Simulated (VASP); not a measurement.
# Al2O3 (P-6m2) in VASP: further runs

The runs below take Al2O3 through single point, with r2SCAN.

Everything below comes from runs of VASP 6.6.1. Logs are shortened: lines on timing, memory, paths and dates and some standing lists are left out, and cuts for length are marked.

## 1. The cell of the first run

Symmetry: P-6m2, No. 187, hexagonal system. The conventional cell has a = 2.884 Å, b = 2.884 Å, c = 9.337 Å, α = 90.00°, β = 90.00°, γ = 120.00°. Al (site symmetry 3m) has 6 O at 1.80 to 2.18 Å within 2.4 Å. O (site symmetry 3m) has 3 Al at 1.80 Å within 2.4 Å. O (site symmetry -6m2) has 6 Al at 2.18 Å and 12 O at 2.66 to 2.88 Å within 2.9 Å.

## 2. Single point, r2SCAN

POSCAR reads:

```
Al2O3
1.0
    2.8843200000      0.0000000000      0.0000000000
   -1.4421600000      2.4979000000      0.0000000000
    0.0000000000      0.0000000000      9.3367500000
Al O
2 3
Direct
    0.0000000000      0.0000000000      0.1499900000
    0.0000000000      0.0000000000      0.8500100000
    0.3333333333      0.6666666667      0.2223200000
    0.6666666667      0.3333333333      0.0000000000
    0.3333333333      0.6666666667      0.7776800000
```

INCAR.step1 reads:

```
PREC = Accurate
ENCUT = 660
ISMEAR = 0
SIGMA = 0.01
LREAL = F
LASPH = T
NELM = 120
NBANDS = 20
GGA = PE
ALGO = Normal
EDIFF = 1E-5
LWAVE = T
LCHARG = F
GGA_COMPAT = F
```

INCAR.step2 reads:

```
PREC = Accurate
ENCUT = 660
EDIFF = 1E-6
ISMEAR = 0
SIGMA = 0.01
LREAL = F
LASPH = T
NELM = 120
ALGO = Normal
ISIF = 2
LWAVE = F
LCHARG = F
METAGGA = R2SCAN
LMIXTAU = T
NBANDS = 20
ISTART = 1
GGA_COMPAT = F
```

KPOINTS reads:

```
regular mesh
0
Gamma
  3 3 1
```

Potentials or basis: VASP PAW PBE potentials, release 64 (Al, O).

Started as:

```console
$ cat potpaw_PBE.64/Al/POTCAR potpaw_PBE.64/O/POTCAR > POTCAR
$ cp INCAR.step1 INCAR
$ mpirun -np 1 vasp_std > vasp.out
$ cp INCAR.step2 INCAR
$ mpirun -np 1 vasp_std > vasp.out
```

OUTCAR:

```text
PREC = Accurate
   ENCUT = 660
   EDIFF = 1E-6
   ISMEAR = 0
   LREAL = F
   LASPH = T
   NELM = 120
   ISIF = 2
   METAGGA = R2SCAN
   ISTART = 1

 ion  position               nearest neighbor table
   1  0.000  0.000  0.150-   3 1.80   3 1.80   3 1.80   4 2.18   4 2.18   4 2.18   2 2.80
   2  0.000  0.000  0.850-   5 1.80   5 1.80   5 1.80   4 2.18   4 2.18   4 2.18   1 2.80
   3  0.333  0.667  0.222-   1 1.80   1 1.80   1 1.80
   4  0.667  0.333  0.000-   1 2.18   2 2.18   1 2.18   2 2.18   1 2.18   2 2.18
   5  0.333  0.667  0.778-   2 1.80   2 1.80   2 1.80

  LATTYP: Found a hexagonal cell.
 ALAT       =     2.8843200000
 C/A-ratio  =     3.2370714761

  Lattice vectors:

 A1 = (   2.8843200000,   0.0000000000,   0.0000000000)
 A2 = (  -1.4421600000,   2.4979000000,   0.0000000000)
 A3 = (   0.0000000000,   0.0000000000,   9.3367500000)

Analysis of symmetry for initial positions (statically):
=====================================================================
 Subroutine PRICEL returns:
 Original cell was already a primitive cell.

 Routine SETGRP: Setting up the symmetry group for a
 hexagonal supercell.

 Subroutine GETGRP returns: Found 12 space group operations
 (whereof 12 operations were pure point group operations)
 out of a pool of 24 trial point group operations.

The static configuration has the point symmetry D_3h.

Analysis of symmetry for dynamics (positions and initial velocities):
=====================================================================
 Subroutine PRICEL returns:
 Original cell was already a primitive cell.

 Routine SETGRP: Setting up the symmetry group for a
 hexagonal supercell.

 Subroutine GETGRP returns: Found 12 space group operations
 (whereof 12 operations were pure point group operations)
 out of a pool of 24 trial point group operations.

The dynamic configuration has the point symmetry D_3h.

 Subroutine INISYM returns: Found 12 space group operations
 (whereof 12 operations are pure point group operations),
 and found     1 'primitive' translations

----------------------------------------------------------------------------------------

                                     Primitive cell

  volume of cell :      67.2689

  direct lattice vectors                    reciprocal lattice vectors
     2.884320000  0.000000000  0.000000000     0.346702169  0.200168141  0.000000000
    -1.442160000  2.497900000  0.000000000     0.000000000  0.400336282  0.000000000
     0.000000000  0.000000000  9.336750000     0.000000000  0.000000000  0.107103650

  length of vectors
     2.884320000  2.884324856  9.336750000     0.400336956  0.400336282  0.107103650

  position of ions in fractional coordinates (direct lattice)
     0.000000000  0.000000000  0.149990000
     0.000000000  0.000000000  0.850010000
     0.333333333  0.666666667  0.222320000
     0.666666667  0.333333333  0.000000000
     0.333333333  0.666666667  0.777680000

  ion indices of the primitive-cell ions
   primitive index   ion index
                 1           1
                 2           2
                 3           3
                 4           4
                 5           5

----------------------------------------------------------------------------------------

 KPOINTS: regular mesh

Automatic generation of k-mesh.
 Grid dimensions read from file:
 generate k-points for:    3    3    1

 Generating k-lattice:

  Cartesian coordinates                     Fractional coordinates (reciprocal lattice)
     0.115567390  0.066722714  0.000000000     0.333333333  0.000000000  0.000000000
     0.000000000  0.133445427  0.000000000     0.000000000  0.333333333  0.000000000
     0.000000000  0.000000000  0.107103650     0.000000000  0.000000000  1.000000000

  Length of vectors
     0.133445652  0.133445427  0.107103650

  Shift w.r.t. Gamma in fractional coordinates (k-lattice)
     0.000000000  0.000000000  0.000000000

 Subroutine IBZKPT returns following result:
 ===========================================

 Found      3 irreducible k-points:

 Following reciprocal coordinates:
            Coordinates               Weight
  0.000000  0.000000  0.000000      1.000000
  0.333333 -0.000000  0.000000      6.000000
  0.333333  0.333333  0.000000      2.000000
   k-points           NKPTS =      3   k-points in BZ     NKDIM =      3   number of bands    NBANDS=     20
   number of dos      NEDOS =    301   number of ions     NIONS =      5
   total plane-waves  NPLWV =  46080
   dimension x,y,z NGX =    24 NGY =   24 NGZ =   80
   dimension x,y,z NGXF=    48 NGYF=   48 NGZF=  160
   ions per type =               2   3
   NGX,Y,Z   is equivalent  to a cutoff of  13.83, 13.83, 14.24 a.u.
   NGXF,Y,Z  is equivalent  to a cutoff of  27.67, 27.67, 28.49 a.u.
 SYSTEM =  unknown system
   PREC   = accura    normal or accurate (medium, high low for compatibility)
   ISTART =      1    job   : 0-new  1-cont  2-samecut
   ICHARG =      0    charge: 1-file 2-atom 10-const
   ISPIN  =      1    spin polarized calculation?
   LNONCOLLINEAR =      F non collinear calculations
   LSORBIT =      F    spin-orbit coupling
   LASPH  =      T    aspherical Exc in radial PAW
   ENCUT  =  660.0 eV  48.51 Ry    6.96 a.u.   6.04  6.04 19.56*2*pi/ulx,y,z
   NELM   =    120;   NELMIN=  2; NELMDL=  0     # of ELM steps
   EDIFF  = 0.1E-05   stopping-criterion for ELM
   LREAL  =      F    real-space projection
   EDIFFG = 0.1E-04   stopping-criterion for IOM
   NSW    =      0    number of steps for IOM
   IBRION =     -1    ionic relax: 0-MD 1-quasi-New 2-CG
   NFREE  =      0    steps in history (QN), initial steepest desc. (CG)
   ISIF   =      2    stress and relaxation
   ISYM   =      2    0-nonsym 1-usesym 2-fastsym
   POTIM  = 0.5000    time-step for ionic-motion
   TEBEG  =    0.0;   TEEND  =   0.0 temperature during run
   PSTRESS=    0.0 pullay stress
   NELECT =      24.0000    total number of electrons
   NUPDOWN=      -1.0000    fix difference up-down
   EMIN   =  10.00;   EMAX   =-10.00  energy-range for DOS
   EFERMI =   0.00;   METHOD = LEGACY
   ISMEAR =     0;   SIGMA  =   0.01  broadening in eV -4-tet -1-fermi 0-gaus
   EFERMI_NEDOS =   21; number of points for ismear=-14 and -15
   IALGO  =     38    algorithm
   IMIX   =      4    mixing-type and parameters
     AMIX     =   0.40;   BMIX     =  1.00
     AMIX_MAG =   1.60;   BMIX_MAG =  1.00
  volume/ion in A,a.u.               =      13.45        90.79
  Fermi-wavevector in a.u.,A,eV,Ry     =   1.161111  2.194182 18.343094  1.348179
  Thomas-Fermi vector in A             =   2.297687
   LORBIT       =      0    0 simple, 1 ext, 2 COOP (PROOUT), +10 PAW based schemes
   METAGGA = R2SCAN    functional components
   LHFCALC =     F    Hartree Fock is set to
   AEXX    =    0.0000 exact exchange contribution
   IVDW    =     0    specifies the selected vdW correction
   LEPSILON=     F    determine dielectric tensor
   LRPA    =     F    only Hartree local field effects (RPA)
 non-spin polarized calculation
 Gauss-broadening in eV      SIGMA  =   0.01
  energy-cutoff  :      660.00
  volume of cell :       67.27
 maximum number of plane-waves:      2610
   NGX = 13   NGY = 13   NGZ = 39

 number of electron      23.9999990 magnetization

 Free energy of the ion-electron system (eV)
  ---------------------------------------------------
  ext. energy  EPLUGINS =         0.00000000
  ---------------------------------------------------
  free energy    TOTEN  =       -46.67661249 eV

  energy without entropy =      -46.67661249  energy(sigma->0) =      -46.67661249

 E-fermi :   0.5188     XC(G=0):  -8.7484

 val. band max:        0.4519962720   @ k =   0.3333   0.3333   0.0000
 cond. band min:       6.0873669666   @ k =   0.0000   0.0000   0.0000
 fundamental gap:      5.6353706946
 Fermi energy:         0.5187607860

 k-point     1 :       0.0000    0.0000    0.0000
  band No.  band energies     occupation
      1     -19.1678      2.00000
      2     -18.1336      2.00000
      3     -16.9991      2.00000
      4      -4.5391      2.00000
      5      -1.6193      2.00000
      6      -1.0294      2.00000
[... 12 lines left out ...]
     19      16.4800      0.00000
     20      16.4801      0.00000

 k-point     2 :       0.3333   -0.0000    0.0000
  band No.  band energies     occupation
      1     -18.0371      2.00000
      2     -17.3799      2.00000
      3     -16.7480      2.00000
      4      -4.7652      2.00000
      5      -4.5615      2.00000
      6      -3.2559      2.00000
[... 12 lines left out ...]
     19      14.4162      0.00000
     20      15.3583      0.00000

 k-point     3 :       0.3333    0.3333    0.0000
  band No.  band energies     occupation
      1     -17.0030      2.00000
      2     -16.9854      2.00000
      3     -16.9571      2.00000
      4      -4.9851      2.00000
      5      -4.6033      2.00000
      6      -3.6595      2.00000
[... 12 lines left out ...]
     19      14.5432      0.00000
     20      14.7164      0.00000

------------------------ aborting loop because EDIFF is reached ----------------------------------------

  FORCE on cell =-STRESS in cart. coord.  units (eV):
  Direction    XX          YY          ZZ          XY          YZ          ZX
  --------------------------------------------------------------------------------------
  -------------------------------------------------------------------------------------
  Total       -2.0957759     -2.0957853     -1.8208079      0.0000000      0.0000000     -0.0000000
  in kB      -49.9161650    -49.9163891    -43.3671104      0.0000000      0.0000000     -0.0000000
  external PRESSURE =     -47.7332215 kB  Pullay stress =       0.0000000 kB

 VOLUME and BASIS-vectors are now :
 -----------------------------------------------------------------------------
  energy-cutoff  :      660.00
  volume of cell :       67.27
      direct lattice vectors                 reciprocal lattice vectors
     2.884320000  0.000000000  0.000000000     0.346702169  0.200168141  0.000000000
    -1.442160000  2.497900000  0.000000000     0.000000000  0.400336282  0.000000000
     0.000000000  0.000000000  9.336750000     0.000000000  0.000000000  0.107103650

 POSITION                                       TOTAL-FORCE (eV/Angst)
 -----------------------------------------------------------------------------------
      0.00000      0.00000      1.40042         0.000000      0.000000      0.180156
      0.00000      0.00000      7.93633         0.000000     -0.000000     -0.180156
     -0.00000      1.66527      2.07575        -0.000000      0.000000     -0.523838
      1.44216      0.83263      0.00000         0.000000      0.000000      0.000000
     -0.00000      1.66527      7.26100        -0.000000      0.000000      0.523838
 -----------------------------------------------------------------------------------
    total drift:                                0.000000     -0.000274      0.000000

  FREE ENERGIE OF THE ION-ELECTRON SYSTEM (eV)
  ---------------------------------------------------
  free  energy   TOTEN  =       -46.6766124882 eV

  energy  without entropy=      -46.6766124882  energy(sigma->0) =      -46.67661249
```

It took 1.8 min on 1 thread of Intel Xeon 8259CL, shared host; peak memory 0.21 GiB.

Results:

```yaml
Free_energy: -46.6766 eV
Pressure: -4.8 GPa
Largest_force: 0.524 eV/Å
Band_gap_on_the_k_mesh: 5.64 eV (least direct gap 5.82 eV)
```

Forces in eV/Å, atoms in the order of the input:
```
Al   0.000  0.000  0.180
Al   0.000  0.000 -0.180
O    0.000  0.000 -0.524
O    0.000  0.000  0.000
O    0.000  0.000  0.524
```

Stress tensor (GPa, compression positive):
```
-4.99  0.00  0.00
 0.00 -4.99  0.00
 0.00  0.00 -4.34
```

Caveat: the k points lie up to 0.84 Å⁻¹ apart; the PAW data sets were made with another functional, which shifts forces and pressure a little; an odd mesh through Γ misses points on the zone boundary, where band edges can lie.

## 3. Single point, r2SCAN

POSCAR is that of step 2.

INCAR.step1 reads:

```
SYSTEM = Al2O3
ALGO = Normal ; EDIFF = 1E-5
ENCUT = 660 ; GGA = PE
GGA_COMPAT = .False. ; ISMEAR = 0
LASPH = .True. ; LCHARG = .False.
LREAL = .False. ; LWAVE = .True.
NBANDS = 20 ; NELM = 120
PREC = Accurate ; SIGMA = 0.01
```

INCAR.step2 reads:

```
SYSTEM = Al2O3
ALGO = Normal ; EDIFF = 1E-6
ENCUT = 660 ; GGA_COMPAT = .False.
ISIF = 2 ; ISMEAR = 0
ISTART = 1 ; LASPH = .True.
LCHARG = .False. ; LMIXTAU = .True.
LREAL = .False. ; LWAVE = .False.
METAGGA = R2SCAN ; NBANDS = 20
NELM = 120 ; PREC = Accurate
SIGMA = 0.01
```

KPOINTS reads:

```
k-points
0
Gamma
  4 4 1
  0 0 0
```

Potentials or basis: VASP PAW PBE potentials, release 64 (Al, O).

Started as:

```console
$ cat potpaw_PBE.64/Al/POTCAR potpaw_PBE.64/O/POTCAR > POTCAR
$ cp INCAR.step1 INCAR
$ mpirun -np 1 vasp_std > vasp.out
$ cp INCAR.step2 INCAR
$ mpirun -np 1 vasp_std > vasp.out
```

OUTCAR:

```text
SYSTEM = Al2O3
   EDIFF = 1E-6
   ENCUT = 660
   ISIF = 2
   ISMEAR = 0
   ISTART = 1
   LASPH = .True.
   LREAL = .False.
   METAGGA = R2SCAN
   NELM = 120
   PREC = Accurate

 ion  position               nearest neighbor table
   1  0.000  0.000  0.150-   3 1.80   3 1.80   3 1.80   4 2.18   4 2.18   4 2.18   2 2.80
   2  0.000  0.000  0.850-   5 1.80   5 1.80   5 1.80   4 2.18   4 2.18   4 2.18   1 2.80
   3  0.333  0.667  0.222-   1 1.80   1 1.80   1 1.80
   4  0.667  0.333  0.000-   1 2.18   2 2.18   1 2.18   2 2.18   1 2.18   2 2.18
   5  0.333  0.667  0.778-   2 1.80   2 1.80   2 1.80

  LATTYP: Found a hexagonal cell.
 ALAT       =     2.8843200000
 C/A-ratio  =     3.2370714761

  Lattice vectors:

 A1 = (   2.8843200000,   0.0000000000,   0.0000000000)
 A2 = (  -1.4421600000,   2.4979000000,   0.0000000000)
 A3 = (   0.0000000000,   0.0000000000,   9.3367500000)

Analysis of symmetry for initial positions (statically):
=====================================================================
 Subroutine PRICEL returns:
 Original cell was already a primitive cell.

 Routine SETGRP: Setting up the symmetry group for a
 hexagonal supercell.

 Subroutine GETGRP returns: Found 12 space group operations
 (whereof 12 operations were pure point group operations)
 out of a pool of 24 trial point group operations.

The static configuration has the point symmetry D_3h.

Analysis of symmetry for dynamics (positions and initial velocities):
=====================================================================
 Subroutine PRICEL returns:
 Original cell was already a primitive cell.

 Routine SETGRP: Setting up the symmetry group for a
 hexagonal supercell.

 Subroutine GETGRP returns: Found 12 space group operations
 (whereof 12 operations were pure point group operations)
 out of a pool of 24 trial point group operations.

[... 101 lines left out ...]
   EFERMI_NEDOS =   21; number of points for ismear=-14 and -15
   IALGO  =     38    algorithm
   IMIX   =      4    mixing-type and parameters
     AMIX     =   0.40;   BMIX     =  1.00
     AMIX_MAG =   1.60;   BMIX_MAG =  1.00
  volume/ion in A,a.u.               =      13.45        90.79
  Fermi-wavevector in a.u.,A,eV,Ry     =   1.161111  2.194182 18.343094  1.348179
  Thomas-Fermi vector in A             =   2.297687
   LORBIT       =      0    0 simple, 1 ext, 2 COOP (PROOUT), +10 PAW based schemes
   METAGGA = R2SCAN    functional components
   LHFCALC =     F    Hartree Fock is set to
   AEXX    =    0.0000 exact exchange contribution
   IVDW    =     0    specifies the selected vdW correction
   LEPSILON=     F    determine dielectric tensor
   LRPA    =     F    only Hartree local field effects (RPA)
 non-spin polarized calculation
 Gauss-broadening in eV      SIGMA  =   0.01
  energy-cutoff  :      660.00
  volume of cell :       67.27
 maximum number of plane-waves:      2600
   NGX = 13   NGY = 13   NGZ = 39

 number of electron      23.9999992 magnetization

 Free energy of the ion-electron system (eV)
  ---------------------------------------------------
  ext. energy  EPLUGINS =         0.00000000
  ---------------------------------------------------
  free energy    TOTEN  =       -46.79117848 eV

  energy without entropy =      -46.79117848  energy(sigma->0) =      -46.79117848

 E-fermi :   0.4997     XC(G=0):  -8.7553

 val. band max:        0.3868974517   @ k =   0.2500   0.0000   0.0000
 cond. band min:       6.0668086167   @ k =   0.0000   0.0000   0.0000
 fundamental gap:      5.6799111650
 Fermi energy:         0.4996553626

 k-point     1 :       0.0000    0.0000    0.0000
  band No.  band energies     occupation
      1     -19.1989      2.00000
      2     -18.1566      2.00000
      3     -17.0331      2.00000
      4      -4.5633      2.00000
      5      -1.6385      2.00000
      6      -1.0572      2.00000
[... 81 lines left out ...]
     19      14.5313      0.00000
     20      15.5520      0.00000

------------------------ aborting loop because EDIFF is reached ----------------------------------------

  FORCE on cell =-STRESS in cart. coord.  units (eV):
  Direction    XX          YY          ZZ          XY          YZ          ZX
  --------------------------------------------------------------------------------------
  -------------------------------------------------------------------------------------
  Total       -2.2869977     -2.2870079     -1.6085078      0.0000000      0.0000000     -0.0000000
  in kB      -54.4705907    -54.4708352    -38.3106522      0.0000000      0.0000000     -0.0000000
  external PRESSURE =     -49.0840261 kB  Pullay stress =       0.0000000 kB

 VOLUME and BASIS-vectors are now :
 -----------------------------------------------------------------------------
  energy-cutoff  :      660.00
  volume of cell :       67.27
      direct lattice vectors                 reciprocal lattice vectors
     2.884320000  0.000000000  0.000000000     0.346702169  0.200168141  0.000000000
    -1.442160000  2.497900000  0.000000000     0.000000000  0.400336282  0.000000000
     0.000000000  0.000000000  9.336750000     0.000000000  0.000000000  0.107103650

 POSITION                                       TOTAL-FORCE (eV/Angst)
 -----------------------------------------------------------------------------------
      0.00000      0.00000      1.40042        -0.000000      0.000000      0.155377
      0.00000      0.00000      7.93633        -0.000000      0.000000     -0.155377
     -0.00000      1.66527      2.07575         0.000000     -0.000000     -0.454386
      1.44216      0.83263      0.00000        -0.000000     -0.000000      0.000000
     -0.00000      1.66527      7.26100         0.000000      0.000000      0.454386
 -----------------------------------------------------------------------------------
    total drift:                                0.000000     -0.000274      0.000000

  FREE ENERGIE OF THE ION-ELECTRON SYSTEM (eV)
  ---------------------------------------------------
  free  energy   TOTEN  =       -46.7911784820 eV

  energy  without entropy=      -46.7911784820  energy(sigma->0) =      -46.79117848
```

It took 1.7 min on 1 thread of Intel Xeon 8259CL, shared host; peak memory 0.21 GiB.

Results:

| Quantity | Value |
| --- | --- |
| Free energy | -46.7912 eV |
| Pressure | -4.9 GPa |
| Largest force | 0.454 eV/Å |
| Band gap on the k mesh | 5.68 eV (least direct gap 5.83 eV) |

Forces on the atoms (eV/Å):
```
Al   0.000  0.000  0.155
Al   0.000  0.000 -0.155
O    0.000  0.000 -0.454
O    0.000  0.000  0.000
O    0.000  0.000  0.454
```

Caveat: the k points lie up to 0.67 Å⁻¹ apart; the PAW data sets were made with another functional, which shifts forces and pressure a little; an odd mesh through Γ misses points on the zone boundary, where band edges can lie.
